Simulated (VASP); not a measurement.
# AlAs (F-43m) in VASP: a series of runs, part 2 of 2

VASP 6.6.1.

## Step 4: Single point, revPBE

INCAR

```
  PREC = Accurate
  ENCUT = 500
  EDIFF = 1E-6
  ISMEAR = 0
  SIGMA = 0.02
  LREAL = False
  LASPH = True
  NELM = 120
  ALGO = Normal
  ISIF = 2
  LWAVE = False
  LCHARG = True
  GGA = RE
  LELF = True
  LVHAR = True
  NBANDS = 11
  GGA_COMPAT = False
```

KPOINTS

```
regular mesh
0
Gamma
  8 8 8
```

POSCAR

```
AlAs
1.0
    0.0000000000      2.8633507209      2.8633507209
    2.8633507209      0.0000000000      2.8633507209
    2.8633507209      2.8633507209      0.0000000000
Al As
1 1
Direct
    0.0000000000      0.0000000000      0.0000000000
    0.7500000000      0.7500000000      0.7500000000
```

Potentials or basis: VASP PAW PBE potentials, release 64 (Al, As).

The run is started by

```
cat potpaw_PBE.64/Al/POTCAR potpaw_PBE.64/As/POTCAR > POTCAR
mpirun -np 1 vasp_std > vasp.out
```

OUTCAR:

```text
PREC = Accurate
   ENCUT = 500
   EDIFF = 1E-6
   ISMEAR = 0
   LREAL = False
   LASPH = True
   NELM = 120
   ISIF = 2
   GGA = RE

 ion  position               nearest neighbor table
   1  0.000  0.000  0.000-   2 2.48   2 2.48   2 2.48   2 2.48
   2  0.750  0.750  0.750-   1 2.48   1 2.48   1 2.48   1 2.48

  LATTYP: Found a face centered cubic cell.
 ALAT       =     5.7267014418

  Lattice vectors:

 A1 = (   0.0000000000,   2.8633507209,   2.8633507209)
 A2 = (   2.8633507209,   0.0000000000,   2.8633507209)
 A3 = (   2.8633507209,   2.8633507209,   0.0000000000)

Analysis of symmetry for initial positions (statically):
=====================================================================
 Subroutine PRICEL returns:
 Original cell was already a primitive cell.

 Routine SETGRP: Setting up the symmetry group for a
 face centered cubic supercell.

 Subroutine GETGRP returns: Found 24 space group operations
 (whereof 24 operations were pure point group operations)
 out of a pool of 48 trial point group operations.

The static configuration has the point symmetry T_d .

Analysis of symmetry for dynamics (positions and initial velocities):
=====================================================================
 Subroutine PRICEL returns:
 Original cell was already a primitive cell.

 Routine SETGRP: Setting up the symmetry group for a
 face centered cubic supercell.

 Subroutine GETGRP returns: Found 24 space group operations
 (whereof 24 operations were pure point group operations)
 out of a pool of 48 trial point group operations.

The dynamic configuration has the point symmetry T_d .

 Subroutine INISYM returns: Found 24 space group operations
 (whereof 24 operations are pure point group operations),
 and found     1 'primitive' translations

----------------------------------------------------------------------------------------

                                     Primitive cell

  volume of cell :      46.9520

  direct lattice vectors                    reciprocal lattice vectors
     0.000000000  2.863350721  2.863350721    -0.174620593  0.174620593  0.174620593
     2.863350721  0.000000000  2.863350721     0.174620593 -0.174620593  0.174620593
     2.863350721  2.863350721  0.000000000     0.174620593  0.174620593 -0.174620593

  length of vectors
     4.049389423  4.049389423  4.049389423     0.302451739  0.302451739  0.302451739

  position of ions in fractional coordinates (direct lattice)
     0.000000000  0.000000000  0.000000000
     0.750000000  0.750000000  0.750000000

  ion indices of the primitive-cell ions
   primitive index   ion index
                 1           1
                 2           2

----------------------------------------------------------------------------------------

 KPOINTS: regular mesh

Automatic generation of k-mesh.
 Grid dimensions read from file:
 generate k-points for:    8    8    8

 Generating k-lattice:

  Cartesian coordinates                     Fractional coordinates (reciprocal lattice)
    -0.021827574  0.021827574  0.021827574     0.125000000  0.000000000  0.000000000
     0.021827574 -0.021827574  0.021827574     0.000000000  0.125000000  0.000000000
     0.021827574  0.021827574 -0.021827574     0.000000000  0.000000000  0.125000000

  Length of vectors
     0.037806467  0.037806467  0.037806467

  Shift w.r.t. Gamma in fractional coordinates (k-lattice)
     0.000000000  0.000000000  0.000000000

 Subroutine IBZKPT returns following result:
 ===========================================

 Found     29 irreducible k-points:

 Following reciprocal coordinates:
            Coordinates               Weight
  0.000000  0.000000  0.000000      1.000000
  0.125000  0.000000  0.000000      8.000000
  0.250000  0.000000  0.000000      8.000000
  0.375000  0.000000  0.000000      8.000000
  0.500000  0.000000  0.000000      4.000000
  0.125000  0.125000  0.000000      6.000000
[... 16 lines left out ...]
  0.500000  0.250000  0.125000     48.000000
 -0.375000  0.250000  0.125000     24.000000
 [... further k-points ...]
   k-points           NKPTS =     29   k-points in BZ     NKDIM =     29   number of bands    NBANDS=     11
   number of dos      NEDOS =    301   number of ions     NIONS =      2
   total plane-waves  NPLWV =  27000
   dimension x,y,z NGX =    30 NGY =   30 NGZ =   30
   dimension x,y,z NGXF=    60 NGYF=   60 NGZF=   60
   ions per type =               1   1
   NGX,Y,Z   is equivalent  to a cutoff of  12.32, 12.32, 12.32 a.u.
   NGXF,Y,Z  is equivalent  to a cutoff of  24.63, 24.63, 24.63 a.u.
 SYSTEM =  unknown system
   PREC   = accura    normal or accurate (medium, high low for compatibility)
   ISTART =      0    job   : 0-new  1-cont  2-samecut
   ICHARG =      2    charge: 1-file 2-atom 10-const
   ISPIN  =      1    spin polarized calculation?
   LNONCOLLINEAR =      F non collinear calculations
   LSORBIT =      F    spin-orbit coupling
   LASPH  =      T    aspherical Exc in radial PAW
   ENCUT  =  500.0 eV  36.75 Ry    6.06 a.u.   7.38  7.38  7.38*2*pi/ulx,y,z
   NELM   =    120;   NELMIN=  2; NELMDL= -5     # of ELM steps
   EDIFF  = 0.1E-05   stopping-criterion for ELM
   LREAL  =      F    real-space projection
   EDIFFG = 0.1E-04   stopping-criterion for IOM
   NSW    =      0    number of steps for IOM
   IBRION =     -1    ionic relax: 0-MD 1-quasi-New 2-CG
   NFREE  =      0    steps in history (QN), initial steepest desc. (CG)
   ISIF   =      2    stress and relaxation
   ISYM   =      2    0-nonsym 1-usesym 2-fastsym
   POTIM  = 0.5000    time-step for ionic-motion
   TEBEG  =    0.0;   TEEND  =   0.0 temperature during run
   PSTRESS=    0.0 pullay stress
   NELECT =       8.0000    total number of electrons
   NUPDOWN=      -1.0000    fix difference up-down
   EMIN   =  10.00;   EMAX   =-10.00  energy-range for DOS
   EFERMI =   0.00;   METHOD = LEGACY
   ISMEAR =     0;   SIGMA  =   0.02  broadening in eV -4-tet -1-fermi 0-gaus
   EFERMI_NEDOS =   21; number of points for ismear=-14 and -15
   IALGO  =     38    algorithm
   IMIX   =      4    mixing-type and parameters
     AMIX     =   0.40;   BMIX     =  1.00
     AMIX_MAG =   1.60;   BMIX_MAG =  1.00
  volume/ion in A,a.u.               =      23.48       158.42
  Fermi-wavevector in a.u.,A,eV,Ry     =   0.907584  1.715086 11.207244  0.823709
  Thomas-Fermi vector in A             =   2.031409
   LORBIT       =      0    0 simple, 1 ext, 2 COOP (PROOUT), +10 PAW based schemes
   GGA     = RE    functional components
   LHFCALC =     F    Hartree Fock is set to
   AEXX    =    0.0000 exact exchange contribution
   IVDW    =     0    specifies the selected vdW correction
   LEPSILON=     F    determine dielectric tensor
   LRPA    =     F    only Hartree local field effects (RPA)
 non-spin polarized calculation
 Gauss-broadening in eV      SIGMA  =   0.02
  energy-cutoff  :      500.00
  volume of cell :       46.95
 maximum number of plane-waves:      1243
 NGX is ok and might be reduce to    30
   NGX = 15   NGY = 15   NGZ = 15

 number of electron       7.9999999 magnetization

 Free energy of the ion-electron system (eV)
  ---------------------------------------------------
  ext. energy  EPLUGINS =         0.00000000
  ---------------------------------------------------
  free energy    TOTEN  =        -8.90329757 eV

  energy without entropy =       -8.90329757  energy(sigma->0) =       -8.90329757

 E-fermi :   3.7882     XC(G=0):  -8.8166

 val. band max:        3.6632150967   @ k =   0.0000   0.0000   0.0000
 cond. band min:       5.2153235032   @ k =   0.5000   0.5000   0.0000
 fundamental gap:      1.5521084065
 Fermi energy:         3.7881937528

 k-point     1 :       0.0000    0.0000    0.0000
  band No.  band energies     occupation
      1      -7.9831      2.00000
      2       3.6632      2.00000
      3       3.6632      2.00000
      4       3.6632      2.00000
      5       5.5514      0.00000
      6       7.9150      0.00000
      7       7.9150      0.00000
      8       7.9150      0.00000
      9      12.5124      0.00000
     10      12.5889      0.00000
     11      12.5889      0.00000
[... 309 lines left out ...]
 k-point    24 :      -0.3750    0.2500    0.1250
  band No.  band energies     occupation
      1      -6.3947      2.00000
      2      -1.4457      2.00000
      3       1.0787      2.00000
      4       2.1863      2.00000
      5       7.2948      0.00000
      6       7.9237      0.00000
      7      10.2348      0.00000
      8      11.2146      0.00000
      9      11.9320      0.00000
     10      14.5700      0.00000
     11      15.8266      0.00000

 [... further k-points ...]
[... 5 lines left out ...]
  --------------------------------------------------------------------------------------
  -------------------------------------------------------------------------------------
  Total        0.3741875      0.3741875      0.3741875      0.0000000     -0.0000000      0.0000000
  in kB       12.7686850     12.7686850     12.7686850      0.0000000     -0.0000000      0.0000000
  external PRESSURE =      12.7686850 kB  Pullay stress =       0.0000000 kB

 VOLUME and BASIS-vectors are now :
 -----------------------------------------------------------------------------
  energy-cutoff  :      500.00
  volume of cell :       46.95
      direct lattice vectors                 reciprocal lattice vectors
     0.000000000  2.863350721  2.863350721    -0.174620593  0.174620593  0.174620593
     2.863350721  0.000000000  2.863350721     0.174620593 -0.174620593  0.174620593
     2.863350721  2.863350721  0.000000000     0.174620593  0.174620593 -0.174620593

 POSITION                                       TOTAL-FORCE (eV/Angst)
 -----------------------------------------------------------------------------------
      0.00000      0.00000      0.00000         0.000000      0.000000      0.000000
      4.29503      4.29503      4.29503        -0.000000     -0.000000     -0.000000
 -----------------------------------------------------------------------------------
    total drift:                               -0.000000     -0.000000     -0.000000

  FREE ENERGIE OF THE ION-ELECTRON SYSTEM (eV)
  ---------------------------------------------------
  free  energy   TOTEN  =        -8.9032975739 eV

  energy  without entropy=       -8.9032975739  energy(sigma->0) =       -8.90329757
```

OSZICAR:

```text
N       E                     dE             d eps       ncg     rms          rms(c)
DAV:   1     0.134000180027E+02    0.13400E+02   -0.28957E+03   638   0.520E+02
DAV:   2    -0.814959829910E+01   -0.21550E+02   -0.20578E+02   842   0.855E+01
DAV:   3    -0.907765383000E+01   -0.92806E+00   -0.92642E+00   799   0.176E+01
DAV:   4    -0.908491854257E+01   -0.72647E-02   -0.72643E-02   750   0.189E+00
DAV:   5    -0.908505442684E+01   -0.13588E-03   -0.13588E-03   787   0.251E-01    0.333E+00
DAV:   6    -0.892122526853E+01    0.16383E+00   -0.31735E-01   707   0.203E+00    0.193E+00
DAV:   7    -0.889985463899E+01    0.21371E-01   -0.16024E-01   716   0.159E+00    0.692E-01
DAV:   8    -0.890276981947E+01   -0.29152E-02   -0.12495E-02   683   0.535E-01    0.128E-01
DAV:   9    -0.890299999362E+01   -0.23017E-03   -0.39881E-04   780   0.117E-01    0.798E-02
DAV:  10    -0.890329054159E+01   -0.29055E-03   -0.51933E-04   677   0.120E-01    0.158E-02
DAV:  11    -0.890329706461E+01   -0.65230E-05   -0.49759E-05   784   0.289E-02    0.911E-03
DAV:  12    -0.890329757391E+01   -0.50930E-06   -0.41053E-06   692   0.111E-02
   1 F= -.89032976E+01 E0= -.89032976E+01  d E =-.726837E-21
```

Wall time 24 s (1 thread of Intel Xeon 8259CL, shared host); peak memory 0.17 GiB.

Results:

```
Free energy            : -8.9033 eV
Pressure               : 1.3 GPa
Band gap on the k mesh : 1.55 eV, indirect (least direct gap 1.89 eV)
```

Caveat: the PAW data sets were made with another functional, which shifts forces and pressure a little. A k mesh can miss the band edges.

## Step 5: Single point, PBE

INCAR

```
ALGO     = Normal         # electronic algorithm
EDIFF    = 1E-6           # SCF threshold, eV
ENCUT    = 500            # plane-wave cutoff, eV
GGA      = PE             # functional
GGA_COMPAT= F            
ISIF     = 2              # what is computed and relaxed
ISMEAR   = 0              # smearing method
LASPH    = T              # aspherical terms in the spheres
LCHARG   = F              # write CHGCAR
LREAL    = F              # projectors in reciprocal space
LWAVE    = F              # write WAVECAR
NBANDS   = 11             # bands
NELM     = 120            # most SCF steps
PREC     = Accurate       # precision mode
SIGMA    = 0.02           # smearing width, eV
```

KPOINTS

```
k-points
0
Gamma
  8 8 8
```

POSCAR is that of step 4.

The run is started by

```
cat potpaw_PBE.64/Al/POTCAR potpaw_PBE.64/As/POTCAR > POTCAR
mpirun -np 1 vasp_std > vasp.out
```

It took 19 s on 1 thread of Intel Xeon 8259CL, shared host; peak memory 0.17 GiB.

Results (log left out):

| Item | Value |
| --- | --- |
| Free energy | -9.3879 eV |
| Pressure | 0.2 GPa |
| Band gap on the k mesh | 1.49 eV, indirect (least direct gap 1.79 eV) |

Levels at points of the mesh, in eV from the valence-band top:
```tsv
k point	band 1	band 2	band 3	band 4	band 5	band 6	band 7	band 8
(0.00, 0.00, 0.00)	-11.67	0.00	0.00	0.00	1.79	4.23	4.23	4.23
(0.50, 0.00, 0.00)	-10.33	-5.42	-0.80	-0.80	2.01	4.65	4.65	7.68
(0.50, 0.50, 0.00)	-9.81	-5.31	-2.10	-2.10	1.49	2.29	10.07	10.07
```

A k mesh can miss the band edges.

## Step 6: The runs side by side

```csv
level,k mesh,smearing,gap on the mesh (eV),pressure (GPa)
PBE,6 × 6 × 6,gaussian 0.1 eV,1.49,0.2
PBE,8 × 8 × 8,gaussian 0.02 eV,1.49,0.2
revPBE,8 × 8 × 8,gaussian 0.02 eV,1.55,1.3
```

Alike in all rows: task single point; potentials or basis VASP PAW PBE potentials, release 64 (Al, As); no spin polarisation; cell a = 4.049 Å, angles 60.0°, 2 atoms; cutoff (eV) 500.

On the cell as given the gap runs from 1.49 eV (PBE) to 1.55 eV (revPBE); the meshes differ, which moves gaps too. The pressure there spans 0.2 GPa (PBE) to 1.3 GPa (revPBE); a positive pressure means that this level wants a larger cell, a negative one a smaller.

Caveats: the PAW data sets were made with another functional, which shifts forces and pressure a little (some runs).

Total energies depend on the potentials used, so only differences within one code and one set of settings carry meaning.
